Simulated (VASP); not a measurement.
TiSi2, 6 atoms in the cell. Symmetry: Cmcm, No. 63, orthorhombic system. Conventional cell: a = 3.577 Å, b = 13.696 Å, c = 3.612 Å, α = 90.00°, β = 90.00°, γ = 90.00°. Ti (site symmetry m2m) has 10 Si at 2.61 to 2.84 Å and 2 Ti at 3.35 Å within 3.4 Å. Within 3.4 Å of Si (site symmetry m2m) lie 8 Si at 2.54 to 3.19 Å and 4 Ti at 2.69 to 2.70 Å. Within 3.2 Å of Si (site symmetry m2m) lie 6 Si at 2.41 to 3.19 Å and 6 Ti at 2.61 to 2.84 Å. 

| Item | Value |
| --- | --- |
| Program | VASP 6.6.1 |
| Task | single point |
| Functional | PBE |
| Potentials or basis | VASP PAW PBE potentials, release 64 (Ti_sv, Si) |
| Cutoff | 520 eV |
| k mesh | 8 × 8 × 8 |
| Occupations | fermi-dirac, width 0.05 eV |
| Spin | no spin polarisation |
| Dipole correction | no |
| Further INCAR settings | ALGO = Normal; EDIFF = 1e-07; NBANDS = 29 |

Potentials or basis: VASP PAW PBE potentials, release 64 (Ti_sv, Si).

The run is started by

```bash
$ cat potpaw_PBE.64/Ti_sv/POTCAR potpaw_PBE.64/Si/POTCAR > POTCAR
$ mpirun -np 1 vasp_std > vasp.out
```

Hardware: 1 thread of Intel(R) Xeon(R) 6975P-C (Granite Rapids) (shared host).

Task: How long does it take, and how much memory?

Result: It took 3.1 min on 1 thread of Intel(R) Xeon(R) 6975P-C (Granite Rapids) (shared host), peak memory 0.41 GiB. Counts: scf iterations 15, k points 105.
